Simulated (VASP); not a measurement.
A run of VASP 6.6.1 is set up as follows.

INCAR

```
SYSTEM = Mg3InO4
  PREC = Accurate
  ENCUT = 520
  EDIFF = 1E-6
  ISMEAR = -1
  SIGMA = 0.05
  LREAL = Auto
  LASPH = .TRUE.
  NELM = 60
  ALGO = Normal
  ISIF = 2
  LWAVE = .FALSE.
  LCHARG = .FALSE.
  GGA = PS
  NBANDS = 57
```

The input KPOINTS:

```
Automatic mesh
0
Gamma
  2 2 2
  0.5 0.5 0.5
```

POSCAR

```
Mg3InO4
1.0
    8.4288080000      0.0000000000      0.0000000000
    0.0000000000      4.2144040000      0.0000000000
    0.0000000000      0.0000000000      4.2144040000
O Mg In
8 6 2
Direct
    0.2455590000      0.0012870000      0.9886680000
    0.7541830000      0.0017430000      0.9882260000
    0.9986440000      0.4972340000      0.0146490000
    0.4908090000      0.4948110000      0.0039530000
    0.0071360000      0.0117080000      0.4924920000
    0.4950970000      0.9994380000      0.4795980000
    0.2500030000      0.5015790000      0.5028240000
    0.7587640000      0.4839940000      0.5202750000
    0.9969700000      0.0163200000      0.9680060000
    0.2342100000      0.4858490000      0.0053370000
    0.7536820000      0.5452260000      0.9888690000
    0.2361350000      0.9946640000      0.4913360000
    0.7431670000      0.0115290000      0.4985280000
    0.0022710000      0.5277950000      0.5122710000
    0.4963720000      0.0146490000      0.0158720000
    0.4912350000      0.5272680000      0.5217170000
```

Potentials or basis: VASP PAW PBE potentials, release 64 (O, Mg, In_d).

Command:

```bash
$ cat potpaw_PBE.64/O/POTCAR potpaw_PBE.64/Mg/POTCAR potpaw_PBE.64/In_d/POTCAR > POTCAR
$ mpirun -np 1 vasp_std > vasp.out
```

Problem. Estimate the pressure.

Solution. 37.4 GPa.

Problem. Predict the largest force.

Solution. 3.388 eV/Å.

Problem. Predict the band gap on the k mesh.

Solution. 2.03 eV.

Forces on the atoms (eV/Å):
```
O   -2.502 -0.264  0.157
O    1.935  0.675  0.382
O    0.054  0.722 -0.594
O   -0.228  0.862  1.304
O   -0.906 -0.219 -0.013
O   -0.314  1.954  2.069
O   -3.384 -0.119 -0.123
O    1.385  1.034 -0.850
Mg  -0.120 -0.113  1.300
Mg   0.543  0.610 -0.031
Mg   0.154 -1.892  0.858
Mg   0.760  0.450  0.084
Mg   0.983  0.069 -0.197
Mg  -0.550 -0.920 -0.668
In   0.463 -0.844 -2.762
In   1.729 -2.006 -0.916
```

Caveat: the k points lie up to 0.75 Å⁻¹ apart; the PAW data sets were made with another functional, which shifts forces and pressure a little; spin-orbit coupling is left out, which moves the levels of the heavy elements.
